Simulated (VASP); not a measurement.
# W: single point with PBEsol

W:

```
W
1.0
     0.00000    2.05671    2.05671
     2.05671    0.00000    2.05671
     2.05671    2.05671    0.00000
W
1
Direct
  0.00000 0.00000 0.00000
```

- Program: VASP 6.6.1
- Task: single point
- Functional: PBEsol
- Potentials or basis: VASP PAW PBE potentials, release 64 (W_sv)
- Cutoff: 520 eV
- k mesh: 12 × 12 × 12
- Occupations: methfessel-paxton, width 0.1 eV
- Spin: no spin polarisation

| Item | Value |
| --- | --- |
| Pressure | -21.7 GPa |
| Band gap on the k mesh | zero (band 7 reaches 12.30 eV, above the bottom of band 8 at 9.05 eV) |

Levels at points of the mesh, in eV from the Fermi level:
```tsv
k point	band 4	band 5	band 6	band 7	band 8	band 9	band 10	band 11
(0.00, 0.00, 0.00)	-37.46	-8.73	-0.52	-0.52	-0.52	2.34	2.34	12.72
(0.50, 0.00, 0.00)	-37.59	-5.33	-0.73	-0.73	0.47	4.63	4.63	9.40
(0.50, 0.50, 0.00)	-37.80	-5.13	-4.19	2.73	4.58	5.30	5.30	11.22
```

Wall time 9.2 s on 1 thread of Intel Xeon 6975P-C, on a shared host, peak memory 0.15 GiB.

Caveat: the PAW data sets were made with another functional, which shifts forces and pressure a little; spin-orbit coupling is left out, which moves the levels of the heavy elements.
